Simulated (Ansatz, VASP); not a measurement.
ZnO: VASP beside Ansatz

```
Zn O
1.0
     3.27209    0.00000    0.00000
    -1.63604    2.83371    0.00000
     0.00000    0.00000   10.62747
Zn O
4 4
Direct
  0.00000 0.00000 0.99964
  0.33333 0.66667 0.24943
  0.66667 0.33333 0.49964
  0.33333 0.66667 0.74943
  0.00000 0.00000 0.18785
  0.33333 0.66667 0.43809
  0.66667 0.33333 0.68785
  0.33333 0.66667 0.93809
```

Alike in both runs: functional PBE; k mesh 9 × 9 × 3; occupations gaussian, width 0.02 eV; no spin polarisation.

Ansatz relaxed the structure, and its values are those at the end. VASP's run is a single point on that final structure, the one shown.

```csv
,VASP,Ansatz
version,VASP 6.6.1,Ansatz 0.2.0
potentials or method,"VASP PAW PBE potentials, release 64 (Zn, O), cutoff 520 eV","scalar-relativistic, plane waves, PAW"
valence electrons in the cell,72,72
```

VASP gave:

```
gap on the k mesh at the Fermi level (eV) : 0.67
least direct gap on the mesh (eV)         : 0.67
pressure (GPa)                            : 0.9
```

**Question.** What did Ansatz give for the same quantities?

**Answer.** gap on the k mesh at the Fermi level (eV): 0.69; least direct gap on the mesh (eV): 0.69; pressure (GPa): 0.0.
